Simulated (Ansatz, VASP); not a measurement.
One calculation of Hf4Cl, two programs

```
Hf Cl
1.0
    -3.03302    3.03302    3.03302
     3.03302   -3.03302    3.03302
     3.03302    3.03302   -3.03302
Hf Cl
4 1
Direct
  0.00000 0.00000 0.50000
  0.50000 0.00000 0.00000
  0.50000 0.50000 0.50000
  0.00000 0.50000 0.00000
  0.00000 0.00000 0.00000
```

Change from the starting cell: species swapped into the NiHg4 type (Im-3m, No. 229).

Alike in both runs: functional PBE; k mesh 4 × 4 × 4; occupations gaussian, width 0.1 eV; no spin polarisation.

Ansatz relaxed the structure, and its values are those at the end. VASP's run is a single point on that final structure, the one shown.

```csv
,VASP,Ansatz
version,VASP 6.6.1,Ansatz 0.2.0
potentials or method,"VASP PAW PBE potentials, release 64 (Hf_pv, Cl), cutoff 520 eV","scalar-relativistic, plane waves, PAW"
valence electrons in the cell,47,111
```

Ansatz gave:

| Property | Result |
| --- | --- |
| gap on the k mesh at the Fermi level (eV) | none |
| pressure (GPa) | 0.1 |

Which values does VASP return?

gap on the k mesh at the Fermi level (eV): none; pressure (GPa): -0.2.

A gap of «none» marks a metal or a gap that the smearing closes. VASP's potentials hold 47 valence electrons a cell and Ansatz's 111, so a difference there can come from the potentials and not from the codes.

The k mesh is coarse, so the values compare programs but aren't converged. Neither program's run includes spin-orbit coupling.
